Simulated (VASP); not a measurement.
Crystal: PtS2.

```xyz
3
Lattice="3.5432 0.0000 0.0000 -1.7716 3.0685 0.0000 0.0000 0.0000 5.0388" Properties=species:S:1:pos:R:3 pbc="T T T"
Pt    0.0000    0.0000    0.0000
S     1.7716    1.0228    3.8950
S     0.0000    2.0457    1.1438
```

Base run:

* Program: VASP 6.6.1
* Functional: PBE
* Potentials or basis: VASP PAW PBE potentials, release 64 (Pt, S)
* Cutoff: 520 eV
* k mesh: 9 × 9 × 5
* Occupations: fermi-dirac, width 0.05 eV
* Spin: no spin polarisation
* Hubbard terms: Pt d U = 4.0 eV

Its results: band gap on the k mesh 0.93 eV (least direct gap 1.05 eV); pressure 7.8 GPa; largest force 0.962 eV/Å.

Q: After a change of settings the same cell gave: band gap on the k mesh 0.88 eV (least direct gap 1.02 eV); pressure 6.8 GPa; largest force 0.875 eV/Å. Which change was it?
A. hubbard terms from Pt d U = 4.0 eV to Pt d U = 3.0 eV
B. hubbard terms from Pt d U = 4.0 eV to Pt d U = 5.0 eV
C. hubbard terms from Pt d U = 4.0 eV to Pt d U = 2.0 eV; further incar settings from ALGO = Normal; EDIFF = 1e-07; NBANDS = 18 to ALGO = Normal; EDIFF = 1e-06; NBANDS = 18

A: B.

Caveats: the cell stands under pressure; spin-orbit coupling is left out, which moves the levels of the heavy elements.
